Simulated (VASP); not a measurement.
# Sb in VASP: relaxation of the atoms with PBE

Aim: the relaxation of the atoms of Sb with PBE.

Everything below comes from runs of VASP 6.6.1. Logs are shortened: lines on timing, memory, paths and dates and some standing lists are left out, and cuts for length are marked.

### 1 The cell of the first run

The cell holds a slab with vacuum, 6 atoms: a = 3.388 Å, b = 3.388 Å, c = 27.979 Å, α = 90.00°, β = 90.00°, γ = 90.00°.

### 2 Relaxation of the atoms, PBE

Contents of INCAR:

```
SYSTEM = Sb
ALGO     = Normal         ! electronic algorithm
DIPOL    = 0.5 0.5 0.500
EDIFF    = 1E-6           ! SCF threshold, eV
EDIFFG   = -0.01          ! ionic threshold
ENCUT    = 520            ! plane-wave cutoff, eV
GGA      = PE             ! functional
IBRION   = 2              ! ionic algorithm
IDIPOL   = 3            
ISIF     = 2              ! what is computed and relaxed
ISMEAR   = -1             ! smearing method
LASPH    = .True.         ! aspherical terms in the spheres
LCHARG   = .False.        ! write CHGCAR
LDIPOL   = .True.       
LREAL    = .False.        ! projectors in reciprocal space
LWAVE    = .False.        ! write WAVECAR
NELM     = 60             ! most SCF steps
NSW      = 32             ! ionic steps
PREC     = Accurate       ! precision mode
SIGMA    = 0.05           ! smearing width, eV
```

Contents of KPOINTS:

```
k-points
0
Gamma
  10 10 1
  0 0 0
```

Contents of POSCAR:

```
Sb
1.0
    3.3880510205      0.0000000000      0.0000000000
    0.0000000000      3.3880510205      0.0000000000
    0.0000000000      0.0000000000     27.9786000000
Sb
6
Direct
    0.2500000000      0.2500000000      0.2899181489
    0.7500000000      0.7500000000      0.3662126793
    0.2500000000      0.2500000000      0.4549915799
    0.7500000000      0.7500000000      0.5450083506
    0.2500000000      0.2500000000      0.6337873497
    0.7500000000      0.7500000000      0.7100818916
```

Potentials or basis: VASP PAW PBE potentials, release 64 (Sb).

Started as:

```bash
$ cat potpaw_PBE.64/Sb/POTCAR > POTCAR
$ mpirun -np 1 vasp_std > vasp.out
```

OUTCAR:

```text
SYSTEM = Sb
   EDIFF = 1E-6
   EDIFFG = -0.01
   ENCUT = 520
   GGA = PE
   IBRION = 2
   ISIF = 2
   ISMEAR = -1
   LASPH = .True.
   LREAL = .False.
   NELM = 60
   NSW = 32
   PREC = Accurate

 ion  position               nearest neighbor table
   1  0.250  0.250  0.290-   2 3.21   2 3.21   2 3.21   2 3.21
   2  0.750  0.750  0.366-   1 3.21   1 3.21   1 3.21   1 3.21   3 3.45   3 3.45   3 3.45   3 3.45

   3  0.250  0.250  0.455-   2 3.45   2 3.45   2 3.45   2 3.45   4 3.48   4 3.48   4 3.48   4 3.48

   4  0.750  0.750  0.545-   5 3.45   5 3.45   5 3.45   5 3.45   3 3.48   3 3.48   3 3.48   3 3.48

   5  0.250  0.250  0.634-   6 3.21   6 3.21   6 3.21   6 3.21   4 3.45   4 3.45   4 3.45   4 3.45

   6  0.750  0.750  0.710-   5 3.21   5 3.21   5 3.21   5 3.21

  LATTYP: Found a simple tetragonal cell.
 ALAT       =     3.3880510205
 C/A-ratio  =     8.2580220400

  Lattice vectors:

 A1 = (   3.3880510205,   0.0000000000,   0.0000000000)
 A2 = (   0.0000000000,   3.3880510205,   0.0000000000)
 A3 = (   0.0000000000,   0.0000000000,  27.9786000000)

Analysis of symmetry for initial positions (statically):
=====================================================================
 Subroutine PRICEL returns:
 Original cell was already a primitive cell.

 Routine SETGRP: Setting up the symmetry group for a
 simple tetragonal supercell.

 Subroutine GETGRP returns: Found 16 space group operations
 (whereof  4 operations were pure point group operations)
 out of a pool of 16 trial point group operations.

The static configuration has the point symmetry C_2h.
 The point group associated with its full space group is D_4h.

Analysis of symmetry for dynamics (positions and initial velocities):
=====================================================================
 Subroutine PRICEL returns:
 Original cell was already a primitive cell.

 Routine SETGRP: Setting up the symmetry group for a
 simple tetragonal supercell.

 Subroutine GETGRP returns: Found 16 space group operations
 (whereof  4 operations were pure point group operations)
 out of a pool of 16 trial point group operations.

The dynamic configuration has the point symmetry C_2h.
 The point group associated with its full space group is D_4h.

 Subroutine INISYM returns: Found 16 space group operations
 (whereof  4 operations are pure point group operations),
 and found     1 'primitive' translations

----------------------------------------------------------------------------------------

                                     Primitive cell

  volume of cell :     321.1633

  direct lattice vectors                    reciprocal lattice vectors
     3.388051020  0.000000000  0.000000000     0.295154941  0.000000000  0.000000000
     0.000000000  3.388051020  0.000000000     0.000000000  0.295154941  0.000000000
     0.000000000  0.000000000 27.978600000     0.000000000  0.000000000  0.035741603

  length of vectors
     3.388051020  3.388051020 27.978600000     0.295154941  0.295154941  0.035741603

  position of ions in fractional coordinates (direct lattice)
     0.250000000  0.250000000  0.289918149
     0.750000000  0.750000000  0.366212679
     0.250000000  0.250000000  0.454991580
     0.750000000  0.750000000  0.545008351
     0.250000000  0.250000000  0.633787350
     0.750000000  0.750000000  0.710081892

  ion indices of the primitive-cell ions
   primitive index   ion index
                 1           1
                 2           2
                 3           3
                 4           4
                 5           5
                 6           6

----------------------------------------------------------------------------------------

 KPOINTS: k-points

Automatic generation of k-mesh.
 Grid dimensions read from file:
 generate k-points for:   10   10    1

 Generating k-lattice:

  Cartesian coordinates                     Fractional coordinates (reciprocal lattice)
     0.029515494  0.000000000  0.000000000     0.100000000  0.000000000  0.000000000
     0.000000000  0.029515494  0.000000000     0.000000000  0.100000000  0.000000000
     0.000000000  0.000000000  0.035741603     0.000000000  0.000000000  1.000000000

  Length of vectors
     0.029515494  0.029515494  0.035741603

  Shift w.r.t. Gamma in fractional coordinates (k-lattice)
     0.000000000  0.000000000  0.000000000

 Subroutine IBZKPT returns following result:
 ===========================================

 Found     21 irreducible k-points:

 Following reciprocal coordinates:
            Coordinates               Weight
  0.000000  0.000000  0.000000      1.000000
  0.100000  0.000000  0.000000      4.000000
  0.200000  0.000000  0.000000      4.000000
  0.300000  0.000000  0.000000      4.000000
  0.400000  0.000000  0.000000      4.000000
  0.500000  0.000000  0.000000      2.000000
[... 13 lines left out ...]
  0.500000  0.400000  0.000000      4.000000
  0.500000  0.500000  0.000000      1.000000
   k-points           NKPTS =     21   k-points in BZ     NKDIM =     21   number of bands    NBANDS=     19
   number of dos      NEDOS =    301   number of ions     NIONS =      6
   total plane-waves  NPLWV = 164640
   dimension x,y,z NGX =    28 NGY =   28 NGZ =  210
   dimension x,y,z NGXF=    56 NGYF=   56 NGZF=  420
   ions per type =               6
   NGX,Y,Z   is equivalent  to a cutoff of  13.74, 13.74, 12.48 a.u.
   NGXF,Y,Z  is equivalent  to a cutoff of  27.48, 27.48, 24.96 a.u.
 SYSTEM =  Sb
   PREC   = accura    normal or accurate (medium, high low for compatibility)
   ISTART =      0    job   : 0-new  1-cont  2-samecut
   ICHARG =      2    charge: 1-file 2-atom 10-const
   ISPIN  =      1    spin polarized calculation?
   LNONCOLLINEAR =      F non collinear calculations
   LSORBIT =      F    spin-orbit coupling
   LASPH  =      T    aspherical Exc in radial PAW
   ENCUT  =  520.0 eV  38.22 Ry    6.18 a.u.   6.30  6.30 52.02*2*pi/ulx,y,z
   NELM   =     60;   NELMIN=  2; NELMDL= -5     # of ELM steps
   EDIFF  = 0.1E-05   stopping-criterion for ELM
   LREAL  =      F    real-space projection
   EDIFFG = -.1E-01   stopping-criterion for IOM
   NSW    =     32    number of steps for IOM
   IBRION =      2    ionic relax: 0-MD 1-quasi-New 2-CG
   NFREE  =      1    steps in history (QN), initial steepest desc. (CG)
   ISIF   =      2    stress and relaxation
   ISYM   =      2    0-nonsym 1-usesym 2-fastsym
   POTIM  = 0.5000    time-step for ionic-motion
   TEBEG  =    0.0;   TEEND  =   0.0 temperature during run
   PSTRESS=    0.0 pullay stress
   NELECT =      30.0000    total number of electrons
   NUPDOWN=      -1.0000    fix difference up-down
   EMIN   =  10.00;   EMAX   =-10.00  energy-range for DOS
   EFERMI =   0.00;   METHOD = LEGACY
   ISMEAR =    -1;   SIGMA  =   0.05  broadening in eV -4-tet -1-fermi 0-gaus
   EFERMI_NEDOS =   21; number of points for ismear=-14 and -15
   IALGO  =     38    algorithm
   IMIX   =      4    mixing-type and parameters
     AMIX     =   0.40;   BMIX     =  1.00
     AMIX_MAG =   1.60;   BMIX_MAG =  1.00
  volume/ion in A,a.u.               =      53.53       361.22
  Fermi-wavevector in a.u.,A,eV,Ry     =   0.742802  1.403693  7.507088  0.551755
  Thomas-Fermi vector in A             =   1.837767
   LORBIT       =      0    0 simple, 1 ext, 2 COOP (PROOUT), +10 PAW based schemes
   GGA     = PE    functional components
   LHFCALC =     F    Hartree Fock is set to
   AEXX    =    0.0000 exact exchange contribution
   IVDW    =     0    specifies the selected vdW correction
   LEPSILON=     F    determine dielectric tensor
   LRPA    =     F    only Hartree local field effects (RPA)
 conjugate gradient relaxation of ions
 non-spin polarized calculation
  energy-cutoff  :      520.00
  volume of cell :      321.16
 maximum number of plane-waves:      8696
 NGX is ok and might be reduce to    28
   NGX = 13   NGY = 13   NGZ =105

 dipolmoment           0.000000      0.000000     -0.000000 electrons x Angstroem

--------------------------------------- Ionic step        1  -------------------------------------------

 number of electron      29.9999997 magnetization

 Free energy of the ion-electron system (eV)
  ---------------------------------------------------
  ext. energy  EPLUGINS =         0.00000000
  ---------------------------------------------------
  free energy    TOTEN  =       -22.57773729 eV

  energy without entropy =      -22.55631833  energy(sigma->0) =      -22.56702781

------------------------ aborting loop because EDIFF is reached ----------------------------------------

  FORCE on cell =-STRESS in cart. coord.  units (eV):
  Direction    XX          YY          ZZ          XY          YZ          ZX
  --------------------------------------------------------------------------------------
  -------------------------------------------------------------------------------------
  Total       -0.9591060     -0.9591060     -0.1004955      0.0000000      0.0000000     -0.0000000
  in kB       -4.7846627     -4.7846627     -0.5013388      0.0000000      0.0000000     -0.0000000
  external PRESSURE =      -3.3568881 kB  Pullay stress =       0.0000000 kB
[... 265 lines left out ...]
  energy  without entropy=      -22.5609368173  energy(sigma->0) =      -22.57030261

--------------------------------------- Ionic step        8  -------------------------------------------

 number of electron      29.9999997 magnetization

 dipolmoment           0.000000      0.000000      0.000015 electrons x Angstroem

 Free energy of the ion-electron system (eV)
  ---------------------------------------------------
  ext. energy  EPLUGINS =         0.00000000
  ---------------------------------------------------
  free energy    TOTEN  =       -22.57980318 eV

  energy without entropy =      -22.56118625  energy(sigma->0) =      -22.57049471

 E-fermi :   2.2179     XC(G=0):  -5.7371

 val. band max:        2.2045649703   @ k =   0.4000   0.4000   0.0000
 cond. band min:       2.2971701293   @ k =   0.1000   0.0000   0.0000
 fundamental gap:      0.0926051590
 Fermi energy:         2.2179067246

 k-point     1 :       0.0000    0.0000    0.0000
  band No.  band energies     occupation
      1     -10.5196      2.00000
      2     -10.3714      2.00000
      3      -9.4246      2.00000
      4      -8.1159      2.00000
      5      -6.6762      2.00000
      6      -5.8403      2.00000
[... 11 lines left out ...]
     18       5.0850      0.00000
     19       5.0850      0.00000
[... 425 lines left out ...]
      5      -5.0642      2.00000
      6      -5.0640      2.00000
[... 11 lines left out ...]
     18       1.4188      2.00000
     19       1.5806      1.99999

------------------------ aborting loop because EDIFF is reached ----------------------------------------

 vacuum level on the upper side and lower side of the slab       (xc-potential included)        -0.012        -0.012

  FORCE on cell =-STRESS in cart. coord.  units (eV):
  Direction    XX          YY          ZZ          XY          YZ          ZX
  --------------------------------------------------------------------------------------
  -------------------------------------------------------------------------------------
  Total       -0.7471214     -0.7471214      0.1194647      0.0000000     -0.0000000     -0.0000000
  in kB       -3.7271418     -3.7271418      0.5959698      0.0000000     -0.0000000     -0.0000000
  external PRESSURE =      -2.2861046 kB  Pullay stress =       0.0000000 kB

 VOLUME and BASIS-vectors are now :
 -----------------------------------------------------------------------------
  energy-cutoff  :      520.00
  volume of cell :      321.16
      direct lattice vectors                 reciprocal lattice vectors
     3.388051020  0.000000000  0.000000000     0.295154941  0.000000000  0.000000000
     0.000000000  3.388051020  0.000000000     0.000000000  0.295154941  0.000000000
     0.000000000  0.000000000 27.978600000     0.000000000  0.000000000  0.035741603
[... 12 lines left out ...]
  FREE ENERGIE OF THE ION-ELECTRON SYSTEM (eV)
  ---------------------------------------------------
  free  energy   TOTEN  =       -22.5798031795 eV

  energy  without entropy=      -22.5611862474  energy(sigma->0) =      -22.57049471

 reached required accuracy - stopping structural energy minimisation

 vacuum level on the upper side and lower side of the slab         6.410         6.409
```

Run time: 19 min. Hardware: 1 thread of Oxide Virtual Turin-like, shared host; peak memory 0.46 GiB.

Results:

| Item | Value |
| --- | --- |
| Free energy | -22.5798 eV |
| Energy gained by relaxing | 0.3 meV/atom |
| Ionic steps | 8 |
| Largest force after relaxing | 0.008 eV/Å |

Forces on the atoms (eV/Å):
```
Sb   0.000  0.000 -0.008
Sb   0.000  0.000 -0.004
Sb   0.000  0.000 -0.001
Sb   0.000  0.000  0.001
Sb   0.000  0.000  0.004
Sb   0.000  0.000  0.008
```

Step by step:
```
step  energy change (eV)  largest force (eV/Å)  pressure (GPa)
   1              0.0000                0.0631           -0.34
   2             -0.0006                0.0547           -0.32
   3             -0.0017                0.0264           -0.26
   4             -0.0008                0.0638           -0.13
   5             -0.0019                0.0142           -0.22
   6             -0.0019                0.0142           -0.22
   7             -0.0019                0.0122           -0.22
   8             -0.0021                0.0077           -0.23
```

Final structure:
```
Sb
1.0
     3.38805    0.00000    0.00000
     0.00000    3.38805    0.00000
     0.00000    0.00000   27.97860
Sb
6
Cartesian
  0.8470 0.8470 8.1203
  2.5410 2.5410 10.2240
  0.8470 0.8470 12.7395
  2.5410 2.5410 15.2391
  0.8470 0.8470 17.7546
  2.5410 2.5410 19.8583
```

Caveat: the highest band is partly filled, so the run has too few bands; spin-orbit coupling is left out, which moves the levels of the heavy elements.
